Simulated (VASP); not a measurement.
**AlAs (r.bs): single point with r2SCAN**

The system is AlAs (r.bs).

```xyz
2
Lattice="0.0000 2.8384 2.8384 2.8384 0.0000 2.8384 2.8384 2.8384 0.0000" Properties=species:S:1:pos:R:3 pbc="T T T"
Al    0.0000    0.0000    0.0000
As    1.4192    1.4192    1.4192
```

| Property | Result |
| --- | --- |
| Program | VASP 6.6.1 |
| Task | single point |
| Functional | r2SCAN |
| Potentials or basis | VASP PAW PBE potentials, release 64 (Al, As) |
| Cutoff | 550 eV |
| k mesh | 8 × 8 × 8 |
| Occupations | gaussian, width 0.02 eV |
| Spin | no spin polarisation |
| Dipole correction | no |
| Further INCAR settings | ALGO = Normal; EDIFF = 1e-06; NBANDS = 11 |

| Item | Value |
| --- | --- |
| Pressure | 0.0 GPa |
| Band gap on the k mesh | 1.80 eV, indirect (least direct gap 2.64 eV) |

Levels at points of the mesh, in eV from the valence-band top:
| k point | band 1 | band 2 | band 3 | band 4 | band 5 | band 6 | band 7 | band 8 | band 9 |
| --- | --- | --- | --- | --- | --- | --- | --- | --- | --- |
| (0.00, 0.00, 0.00) | -12.27 | 0.00 | 0.00 | 0.00 | 2.64 | 4.70 | 4.70 | 4.70 | 9.50 |
| (0.50, 0.00, 0.00) | -10.80 | -5.66 | -0.84 | -0.84 | 2.62 | 5.10 | 5.10 | 8.38 | 12.00 |
| (0.50, 0.50, 0.00) | -10.23 | -5.51 | -2.22 | -2.22 | 1.80 | 2.68 | 11.12 | 11.12 | 12.61 |

It took 43 s on 1 thread of Intel Xeon 6975P-C (shared host), peak memory 0.19 GiB.

Caveat: the PAW data sets were made with another functional, which shifts forces and pressure a little. A k mesh can miss the band edges.
